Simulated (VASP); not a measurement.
## RbBr: single point with PBE

Crystal: RbBr.

```
Rb Br
1.0
     0.00000    3.99177    3.99177
     3.99177    0.00000    3.99177
     3.99177    3.99177    0.00000
Rb Br
1 1
Direct
  0.00000 0.00000 0.00000
  0.25000 0.25000 0.25000
```

This cell differs from its parent crystal: strain +3.2%.

```
Program             : VASP 6.6.1
Task                : single point
Functional          : PBE
Potentials or basis : VASP PAW PBE potentials, release 64 (Rb_sv, Br)
Cutoff              : 520 eV
k mesh              : 6 × 6 × 6
Occupations         : fermi-dirac, width 0.02 eV
Spin                : no spin polarisation
```

- Pressure: -0.5 GPa
- Band gap on the k mesh: 3.94 eV (least direct gap 4.00 eV)

Levels at points of the mesh, in eV from the valence-band top:
| k point | band 5 | band 6 | band 7 | band 8 | band 9 | band 10 | band 11 | band 12 |
| --- | --- | --- | --- | --- | --- | --- | --- | --- |
| (0.00, 0.00, 0.00) | -8.92 | -0.05 | -0.05 | -0.05 | 3.94 | 8.00 | 8.00 | 8.83 |
| (0.50, 0.00, 0.00) | -8.88 | -0.25 | -0.02 | -0.02 | 5.99 | 6.28 | 7.63 | 7.63 |
| (0.50, 0.50, 0.00) | -8.85 | -0.32 | 0.00 | 0.00 | 5.83 | 6.60 | 7.88 | 8.48 |

Run time: 31 s on 1 thread of Intel(R) Xeon(R) Platinum 8259CL CPU @ 2.50GHz (Skylake/Cascade Lake) (shared host), peak memory 0.26 GiB.

Caveat: the cell differs from its parent crystal (strain +3.2%); the structure was generated, so it needn't be the stable form of RbBr. A k mesh can miss the band edges.
